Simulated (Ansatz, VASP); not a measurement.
## H4CO in VASP and in Ansatz

File INCAR:

```
ALGO = Normal
DIPOL = 0.5 0.5 0.637
EDIFF = 1E-6
ENCUT = 520
GGA = PE
IDIPOL = 3
ISIF = 2
ISMEAR = 0
IVDW = 12
LASPH = True
LCHARG = True
LDIPOL = True
LELF = True
LREAL = False
LVACPOTAV = True
LVHAR = True
LWAVE = False
NBANDS = 16
NELM = 100
PREC = Accurate
SIGMA = 0.1
```

KPOINTS

```
k-points
0
Gamma
  4 3 1
```

Contents of POSCAR:

```
H4CO
1.0
    5.8038113749      0.0000000000      0.0000000000
   -2.9019056875      7.5735822846      0.0000000000
    0.0000000000      0.0000000000     25.8755597248
C O H
1 1 4
Direct
   -0.2640165284      0.8894589858      0.6449593074
   -0.0457047390      0.9360158312      0.6132507758
   -0.2111207239      0.9373996662      0.6845027735
   -0.3507624907      0.7456466372      0.6441955481
   -0.3936553738      0.9488633329      0.6293640965
    0.0145086182      1.0644162949      0.6039373552
```

Input for Ansatz:

```yaml
crystal:
  lattice:
    - [5.8038113749, 0.0, 0.0]
    - [-2.9019056875, 7.5735822846, 0.0]
    - [0.0, 0.0, 25.8755597248]
  atoms:
    - { symbol: C, position: [-0.2640165284, 0.8894589858, 0.6449593074] }
    - { symbol: O, position: [-0.045704739, 0.9360158312, 0.6132507758] }
    - { symbol: H, position: [-0.2111207239, 0.9373996662, 0.6845027735] }
    - { symbol: H, position: [-0.3507624907, 0.7456466372, 0.6441955481] }
    - { symbol: H, position: [-0.3936553738, 0.9488633329, 0.6293640965] }
    - { symbol: H, position: [0.0145086182, 1.0644162949, 0.6039373552] }
basis:
  ecutwfc: 420
kpoints:
  mp_grid: { grid: [4, 3, 1] }
hamiltonian:
  xc: pbe
  dispersion: d3bj
scf:
  occupations: { method: gaussian, width: 0.1 }
output:
  forces: true
  eigenvalues: true
  write_density: true
  volumetric_format: npy
efield:
  axis: 3
  dipole_correction: true
  ramp_width: 0.04
```

Alike in both runs: task single point; functional PBE; dispersion D3(BJ); k mesh 4 × 3 × 1; occupations gaussian, width 0.1 eV; no spin polarisation.

```csv
,VASP,Ansatz
version,VASP 6.6.1,Ansatz 0.2.0
potentials or method,"VASP PAW PBE potentials, release 64 (C, O, H), cutoff 520 eV","scalar-relativistic, plane waves, PAW"
valence electrons in the cell,14,14
```

|  | VASP | Ansatz | Ansatz less VASP |
| --- | --- | --- | --- |
| gap on the k mesh at the Fermi level (eV) | 4.97 | 4.98 | +0.007 |
| rms of the force components (eV/Å) | 0.483 | 0.507 | +0.0234 |

Atom by atom the forces differ by 0.043 eV/Å (rms over components).
